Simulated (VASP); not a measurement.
Input of a VASP 6.6.1 run:

The input INCAR:

```
ALGO = Normal
EDIFF = 1E-6
EDIFFG = -0.01
ENCUT = 600
GGA = PE
IBRION = 2
ISIF = 4
ISMEAR = 0
LASPH = True
LCHARG = False
LREAL = False
LWAVE = False
NELM = 80
NSW = 50
PREC = Accurate
SIGMA = 0.1
```

The input KPOINTS:

```
k-points
0
Gamma
  18 18 18
```

File POSCAR:

```
Si2W
1.0
   -1.5620874168      1.5620874168      3.8239083061
    1.5620874168     -1.5620874168      3.8239083061
    1.5620874168      1.5620874168     -3.8239083061
Si W
2 1
Direct
    0.3336337356      0.3336337356      0.0000000000
    0.6663662644      0.6663662644      0.0000000000
    0.0000000000      0.0000000000      0.0000000000
```

Potentials or basis: VASP PAW PBE potentials, release 64 (Si, W_sv).

Run with:

```bash
$ cat potpaw_PBE.64/Si/POTCAR potpaw_PBE.64/W_sv/POTCAR > POTCAR
$ mpirun -np 1 vasp_std > vasp.out
```

Problem. What does it give for the band gap on the k mesh?

Solution. Zero (bands 11 and 12 overlap by 1.50 eV).

Final structure:
```
CELL_PARAMETERS angstrom
-1.56093 1.56093 3.82957
1.56093 -1.56093 3.82957
1.56093 1.56093 -3.82957
ATOMIC_POSITIONS crystal
Si 0.33312 0.33312 0.00000
Si 0.66688 0.66688 0.00000
W 0.00000 0.00000 0.00000
```

Caveat: spin-orbit coupling is left out, which moves the levels of the heavy elements.
